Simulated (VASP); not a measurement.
# CsI (Pm-3m) in VASP: a series of runs, part 2 of 2

VASP 6.6.1. Earlier steps stand in the parts before.

## 4. Vibrations by perturbation theory, PBEsol

This run uses another cell than the first one, of 45.66 Å³/atom.

Input file INCAR:

```
SYSTEM = CsI
PREC = Accurate ; ENCUT = 500
EDIFF = 1E-8 ; ISMEAR = 0
SIGMA = 0.01 ; LREAL = .FALSE.
LASPH = .TRUE. ; NELM = 120
ALGO = Normal ; ISIF = 2
LWAVE = .FALSE. ; LCHARG = .TRUE.
GGA = PS ; NBANDS = 15
IBRION = 8 ; NSW = 1
LEPSILON = .TRUE. ; GGA_COMPAT = .FALSE.
```

Input file KPOINTS:

```
Automatic mesh
0
G
  6 6 6
  0 0 0
```

Input file POSCAR:

```
CsI
1.0
    4.5031917572      0.0000000000      0.0000000000
    0.0000000000      4.5031917572      0.0000000000
    0.0000000000      0.0000000000      4.5031917572
Cs I
1 1
Direct
    0.0000000000      0.0000000000      0.0000000000
    0.5000000000      0.5000000000      0.5000000000
```

Potentials or basis: VASP PAW PBE potentials, release 64 (Cs_sv, I).

Run with:

```sh
$ cat potpaw_PBE.64/Cs_sv/POTCAR potpaw_PBE.64/I/POTCAR > POTCAR
$ mpirun -np 1 vasp_std > vasp.out
```

OUTCAR:

```text
SYSTEM = CsI
   PREC = Accurate
   ENCUT = 500
   EDIFF = 1E-8
   ISMEAR = 0
   LREAL = .FALSE.
   LASPH = .TRUE.
   NELM = 120
   ISIF = 2
   GGA = PS
   IBRION = 8
   NSW = 1
   LEPSILON = .TRUE.

 ion  position               nearest neighbor table
   1  0.000  0.000  0.000-
   2  0.500  0.500  0.500-

  LATTYP: Found a simple cubic cell.
 ALAT       =     4.5031917572

  Lattice vectors:

 A1 = (   4.5031917572,   0.0000000000,   0.0000000000)
 A2 = (   0.0000000000,   4.5031917572,   0.0000000000)
 A3 = (   0.0000000000,   0.0000000000,   4.5031917572)

Analysis of symmetry for initial positions (statically):
=====================================================================
 Subroutine PRICEL returns:
 Original cell was already a primitive cell.

[... 651 lines left out ...]
  y     0.00000     0.00000     0.00000     0.00000     0.00000     0.00000
  z     0.00000     0.00000     0.00000     0.00000     0.00000     0.00000

 SECOND DERIVATIVES (NOT SYMMETRIZED)
 ------------------------------------
               1X          1Y          1Z          2X          2Y          2Z
  1X    -0.837521    0.000000    0.000000    0.837521   -0.000000   -0.000000
  1Y     0.000000   -0.837521    0.000000   -0.000000    0.837521   -0.000000
  1Z    -0.000000   -0.000000   -0.837521    0.000000    0.000000    0.837521
  2X     0.843379    0.000000   -0.000000   -0.843379   -0.000000    0.000000
  2Y     0.000000    0.843379    0.000000   -0.000000   -0.843379    0.000000
  2Z    -0.000000   -0.000000    0.843379    0.000000    0.000000   -0.843379

 Eigenvectors and eigenvalues of the dynamical matrix
 ----------------------------------------------------

   1 f  =    1.778883 THz    11.177054 2PiTHz   59.337162 cm-1     7.356867 meV
             X         Y         Z           dx          dy          dz
      0.000000  0.000000  0.000000     0.670816    0.191638   -0.000000
      2.251596  2.251596  2.251596    -0.688877   -0.196798    0.000000
[... 21 lines left out ...]
   6 f/i=    0.003099 THz     0.019469 2PiTHz    0.103358 cm-1     0.012815 meV
             X         Y         Z           dx          dy          dz
      0.000000  0.000000  0.000000     0.014300   -0.082539   -0.711522
      2.251596  2.251596  2.251596     0.013925   -0.080375   -0.692867

--------------------------------------------------------------------------------------------------------

 MACROSCOPIC STATIC DIELECTRIC TENSOR IONIC CONTRIBUTION
 ------------------------------------------------------
           4.118642     0.000000     0.000000
           0.000000     4.118642    -0.000000
           0.000000    -0.000000     4.118642
 ------------------------------------------------------

 ELASTIC MODULI CONTR FROM IONIC RELAXATION (kBar)
 Direction    XX          YY          ZZ          XY          YZ          ZX
 --------------------------------------------------------------------------------
 XX           0.0000      0.0000      0.0000      0.0000      0.0000      0.0000
 YY           0.0000      0.0000      0.0000      0.0000      0.0000      0.0000
 ZZ           0.0000      0.0000      0.0000      0.0000      0.0000      0.0000
 XY           0.0000      0.0000      0.0000      0.0000      0.0000      0.0000
 YZ           0.0000      0.0000      0.0000      0.0000      0.0000      0.0000
 ZX           0.0000      0.0000      0.0000      0.0000      0.0000      0.0000
 --------------------------------------------------------------------------------

 PIEZOELECTRIC TENSOR IONIC CONTR  for field in x, y, z        (C/m^2)
          XX          YY          ZZ          XY          YZ          ZX
  --------------------------------------------------------------------------------
  x     0.00000     0.00000     0.00000     0.00000     0.00000     0.00000
  y     0.00000     0.00000     0.00000     0.00000     0.00000     0.00000
  z     0.00000     0.00000     0.00000     0.00000     0.00000     0.00000
```

OSZICAR:

```text
N       E                     dE             d eps       ncg     rms          rms(c)
DAV:   1     0.830681525885E+02    0.83068E+02   -0.61438E+03   600   0.864E+02
DAV:   2     0.108372248726E+01   -0.81984E+02   -0.75769E+02   859   0.137E+02
DAV:   3    -0.581273314225E+01   -0.68965E+01   -0.68722E+01   761   0.444E+01
[... 162 lines left out ...]
RMM:  10    -0.866645363732E-01   -0.18177E-06    0.10297E-07  2289   0.388E-05    0.187E-05
RMM:  11    -0.866646062086E-01   -0.69835E-07    0.20851E-07  2181   0.343E-05    0.294E-06
RMM:  12    -0.866646114480E-01   -0.52394E-08    0.15760E-07  2043   0.249E-05    0.130E-06
RMM:  13    -0.866646066173E-01    0.48307E-08    0.18691E-07  1745   0.241E-05    0.155E-07
RMM:  14    -0.866646042146E-01    0.24027E-08    0.17384E-07  1305   0.238E-05    0.118E-07
RMM:  15    -0.866646042608E-01   -0.46241E-10    0.17453E-07  1052   0.238E-05    0.570E-08
 Linear response finished
```

stdout:

```text
POSCAR found type information on POSCAR CsI
 POSCAR found :  2 types and       2 ions
 scaLAPACK will be used
 -----------------------------------------------------------------------------
|                                                                             |
|                                                                             |
[... 39 lines left out ...]
 first order change of Fermi-energy   0.43517E-03
 force on displaced ion       1 direction 1 :  -0.838   0.000  -0.000
 Born effective charge ion    1 direction 1 :   1.320   0.000   0.000
 Linear response progress:
 first order change of Fermi-energy   0.37537E-04
 force on displaced ion       2 direction 1 :  -0.843  -0.000   0.000
 Born effective charge ion    2 direction 1 :  -1.324   0.000   0.000
 Born effective charges drift removed
 Linear response finished
```

Run time: 4.6 min. Hardware: 1 thread of Oxide Virtual Turin-like, shared host; peak memory 0.3 GiB.

Results:

```yaml
Electronic_dielectric_tensor_diagonal: 3.51
Born_charges_mean_of_the_diagonal: Cs +1.32; I -1.32 e
Highest_phonon_frequency_at_Γ_LO-TO_splitting_left_out: 59 cm⁻¹
```

Phonon frequencies in cm⁻¹ (negative: imaginary):
```tsv
q point	frequencies
(0.000, 0.000, 0.000)	0 0 0 59 59 59
```

Electronic dielectric tensor:
```
3.51 0.00 0.00
0.00 3.51 0.00
0.00 0.00 3.51
```

Born effective charge tensors (e):
atom 1, Cs
```
1.32 0.00 0.00
0.00 1.32 0.00
0.00 0.00 1.32
```
atom 2, I
```
-1.32  0.00  0.00
 0.00 -1.32  0.00
 0.00  0.00 -1.32
```

Caveat: the PAW data sets were made with another functional, which shifts forces and pressure a little; spin-orbit coupling is left out, which moves the levels of the heavy elements.

## 5. Vibrations by perturbation theory, PBEsol

This run uses another cell than the first one, of 45.66 Å³/atom.

Input file INCAR:

```
  PREC = Accurate
  ENCUT = 500
  EDIFF = 1E-8
  ISMEAR = 0
  SIGMA = 0.01
  LREAL = False
  LASPH = True
  NELM = 120
  ALGO = Normal
  ISIF = 2
  LWAVE = False
  LCHARG = True
  GGA = PS
  NBANDS = 15
  IBRION = 8
  NSW = 1
  GGA_COMPAT = False
```

Input file KPOINTS:

```
regular mesh
0
Gamma
  6 6 6
```

POSCAR is that of step 4.

Potentials or basis: VASP PAW PBE potentials, release 64 (Cs_sv, I).

Run with:

```sh
$ cat potpaw_PBE.64/Cs_sv/POTCAR potpaw_PBE.64/I/POTCAR > POTCAR
$ mpirun -np 1 vasp_std > vasp.out
```

OUTCAR:

```text
PREC = Accurate
   ENCUT = 500
   EDIFF = 1E-8
   ISMEAR = 0
   LREAL = False
   LASPH = True
   NELM = 120
   ISIF = 2
   GGA = PS
   IBRION = 8
   NSW = 1

 ion  position               nearest neighbor table
   1  0.000  0.000  0.000-
   2  0.500  0.500  0.500-

  LATTYP: Found a simple cubic cell.
 ALAT       =     4.5031917572

  Lattice vectors:

 A1 = (   4.5031917572,   0.0000000000,   0.0000000000)
 A2 = (   0.0000000000,   4.5031917572,   0.0000000000)
 A3 = (   0.0000000000,   0.0000000000,   4.5031917572)

Analysis of symmetry for initial positions (statically):
=====================================================================
 Subroutine PRICEL returns:
 Original cell was already a primitive cell.

 Routine SETGRP: Setting up the symmetry group for a
 simple cubic supercell.

[... 579 lines left out ...]

------------------------ aborting loop because EDIFF is reached ----------------------------------------

 INTERNAL STRAIN TENSOR  FOR ION    2  DIRECTION 1   (eV/Angst):
 -----------------------------------------------------------------------------
     0.01375 -0.00000  0.00000
    -0.00000  0.00268  0.00000
     0.00000  0.00000  0.00268

 INTERNAL STRAIN TENSOR FOR ION    2 for displacements in x,y,z  (eV/Angst):
          X           Y           Z          XY          YZ          ZX
  --------------------------------------------------------------------------------
  x     0.00000     0.00000     0.00000     0.00000     0.00000     0.00000
  y     0.00000     0.00000     0.00000     0.00000     0.00000     0.00000
  z     0.00000     0.00000     0.00000     0.00000     0.00000     0.00000

 SECOND DERIVATIVES (NOT SYMMETRIZED)
 ------------------------------------
               1X          1Y          1Z          2X          2Y          2Z
  1X    -0.837522   -0.000000    0.000000    0.837522    0.000000    0.000000
  1Y    -0.000000   -0.837522   -0.000000    0.000000    0.837522    0.000000
  1Z     0.000000    0.000000   -0.837522   -0.000000   -0.000000    0.837522
  2X     0.843383   -0.000000    0.000000   -0.843383    0.000000    0.000000
  2Y    -0.000000    0.843383    0.000000    0.000000   -0.843383   -0.000000
  2Z     0.000000    0.000000    0.843383   -0.000000   -0.000000   -0.843383

 Eigenvectors and eigenvalues of the dynamical matrix
 ----------------------------------------------------

   1 f  =    1.778887 THz    11.177075 2PiTHz   59.337276 cm-1     7.356881 meV
             X         Y         Z           dx          dy          dz
      0.000000  0.000000  0.000000    -0.697652    0.000000   -0.000000
      2.251596  2.251596  2.251596     0.716437   -0.000000   -0.000000
[... 21 lines left out ...]
   6 f/i=    0.003100 THz     0.019480 2PiTHz    0.103415 cm-1     0.012822 meV
             X         Y         Z           dx          dy          dz
      0.000000  0.000000  0.000000    -0.577724    0.365693    0.213976
      2.251596  2.251596  2.251596    -0.562576    0.356105    0.208366

--------------------------------------------------------------------------------------------------------

 ELASTIC MODULI CONTR FROM IONIC RELAXATION (kBar)
 Direction    XX          YY          ZZ          XY          YZ          ZX
 --------------------------------------------------------------------------------
 XX           0.0000      0.0000      0.0000      0.0000      0.0000      0.0000
 YY           0.0000      0.0000      0.0000      0.0000      0.0000      0.0000
 ZZ           0.0000      0.0000      0.0000      0.0000      0.0000      0.0000
 XY           0.0000      0.0000      0.0000      0.0000      0.0000      0.0000
 YZ           0.0000      0.0000      0.0000      0.0000      0.0000      0.0000
 ZX           0.0000      0.0000      0.0000      0.0000      0.0000      0.0000
 --------------------------------------------------------------------------------
```

Wall time 2.2 min (1 thread of Oxide Virtual Turin-like, shared host); peak memory 0.28 GiB.

What came out:

```
Highest phonon frequency at Γ, LO-TO splitting left out : 59 cm⁻¹
```

Phonon frequencies in cm⁻¹ (negative: imaginary):
| q point | frequencies |
| --- | --- |
| (0.000, 0.000, 0.000) | 0 0 0 59 59 59 |

Caveat: the PAW data sets were made with another functional, which shifts forces and pressure a little; spin-orbit coupling is left out, which moves the levels of the heavy elements.

## 6. Vibrations by perturbation theory, PBEsol (46.34 Å³/atom)

This run uses another cell than the first one, of 46.34 Å³/atom.

Input file INCAR:

```
SYSTEM = CsI
  PREC = Accurate
  ENCUT = 500
  EDIFF = 1E-8
  ISMEAR = 0
  SIGMA = 0.01
  LREAL = .False.
  LASPH = .True.
  NELM = 120
  ALGO = Normal
  ISIF = 2
  LWAVE = .False.
  LCHARG = .False.
  GGA = PS
  NBANDS = 15
  IBRION = 8
  NSW = 1
  GGA_COMPAT = .False.
```

Input file KPOINTS:

```
Automatic mesh
0
Gamma
  6 6 6
  0 0 0
```

Input file POSCAR:

```
CsI
1.0
    4.5255960650      0.0000000000      0.0000000000
    0.0000000000      4.5255960650      0.0000000000
    0.0000000000      0.0000000000      4.5255960650
Cs I
1 1
Direct
    0.0000000000      0.0000000000      0.0000000000
    0.5000000000      0.5000000000      0.5000000000
```

Potentials or basis: VASP PAW PBE potentials, release 64 (Cs_sv, I).

Run with:

```sh
$ cat potpaw_PBE.64/Cs_sv/POTCAR potpaw_PBE.64/I/POTCAR > POTCAR
$ mpirun -np 1 vasp_std > vasp.out
```

OUTCAR:

```text
SYSTEM = CsI
   PREC = Accurate
   ENCUT = 500
   EDIFF = 1E-8
   ISMEAR = 0
   LREAL = .False.
   LASPH = .True.
   NELM = 120
   ISIF = 2
   GGA = PS
   IBRION = 8
   NSW = 1

 ion  position               nearest neighbor table
   1  0.000  0.000  0.000-
   2  0.500  0.500  0.500-

  LATTYP: Found a simple cubic cell.
 ALAT       =     4.5255960650

  Lattice vectors:

 A1 = (   4.5255960650,   0.0000000000,   0.0000000000)
 A2 = (   0.0000000000,   4.5255960650,   0.0000000000)
 A3 = (   0.0000000000,   0.0000000000,   4.5255960650)

Analysis of symmetry for initial positions (statically):
=====================================================================
 Subroutine PRICEL returns:
 Original cell was already a primitive cell.

 Routine SETGRP: Setting up the symmetry group for a
 simple cubic supercell.
[... 580 lines left out ...]

------------------------ aborting loop because EDIFF is reached ----------------------------------------

 INTERNAL STRAIN TENSOR  FOR ION    2  DIRECTION 1   (eV/Angst):
 -----------------------------------------------------------------------------
     0.01346  0.00000  0.00000
    -0.00000  0.00261 -0.00000
     0.00000 -0.00000  0.00261

 INTERNAL STRAIN TENSOR FOR ION    2 for displacements in x,y,z  (eV/Angst):
          X           Y           Z          XY          YZ          ZX
  --------------------------------------------------------------------------------
  x     0.00000     0.00000     0.00000     0.00000     0.00000     0.00000
  y     0.00000     0.00000     0.00000     0.00000     0.00000     0.00000
  z     0.00000     0.00000     0.00000     0.00000     0.00000     0.00000

 SECOND DERIVATIVES (NOT SYMMETRIZED)
 ------------------------------------
               1X          1Y          1Z          2X          2Y          2Z
  1X    -0.762986   -0.000000    0.000000    0.762986    0.000000   -0.000000
  1Y    -0.000000   -0.762986    0.000000    0.000000    0.762986   -0.000000
  1Z    -0.000000   -0.000000   -0.762986    0.000000    0.000000    0.762986
  2X     0.775363    0.000000    0.000000   -0.775363   -0.000000    0.000000
  2Y     0.000000    0.775363    0.000000   -0.000000   -0.775363   -0.000000
  2Z     0.000000    0.000000    0.775363   -0.000000   -0.000000   -0.775363

 Eigenvectors and eigenvalues of the dynamical matrix
 ----------------------------------------------------

   1 f  =    1.701883 THz    10.693248 2PiTHz   56.768715 cm-1     7.038420 meV
             X         Y         Z           dx          dy          dz
      0.000000  0.000000  0.000000     0.696018   -0.000000   -0.000000
      2.262798  2.262798  2.262798    -0.718024    0.000000    0.000000
[... 21 lines left out ...]
   6 f/i=    0.006843 THz     0.042994 2PiTHz    0.228251 cm-1     0.028299 meV
             X         Y         Z           dx          dy          dz
      0.000000  0.000000  0.000000    -0.000000   -0.000000   -0.718024
      2.262798  2.262798  2.262798     0.000000    0.000000   -0.696018

--------------------------------------------------------------------------------------------------------

 ELASTIC MODULI CONTR FROM IONIC RELAXATION (kBar)
 Direction    XX          YY          ZZ          XY          YZ          ZX
 --------------------------------------------------------------------------------
 XX           0.0000      0.0000      0.0000      0.0000      0.0000      0.0000
 YY           0.0000      0.0000      0.0000      0.0000      0.0000      0.0000
 ZZ           0.0000      0.0000      0.0000      0.0000      0.0000      0.0000
 XY           0.0000      0.0000      0.0000      0.0000      0.0000      0.0000
 YZ           0.0000      0.0000      0.0000      0.0000      0.0000      0.0000
 ZX           0.0000      0.0000      0.0000      0.0000      0.0000      0.0000
 --------------------------------------------------------------------------------
```

Run time: 85 s. Hardware: 1 thread of Oxide Virtual Turin-like, shared host; peak memory 0.29 GiB.

What came out:

```yaml
Highest_phonon_frequency_at_Γ_LO-TO_splitting_left_out: 57 cm⁻¹
```

Phonon frequencies in cm⁻¹ (negative: imaginary):
| q point | frequencies |
| --- | --- |
| (0.000, 0.000, 0.000) | 0 0 0 57 57 57 |

Caveat: the PAW data sets were made with another functional, which shifts forces and pressure a little; spin-orbit coupling is left out, which moves the levels of the heavy elements.
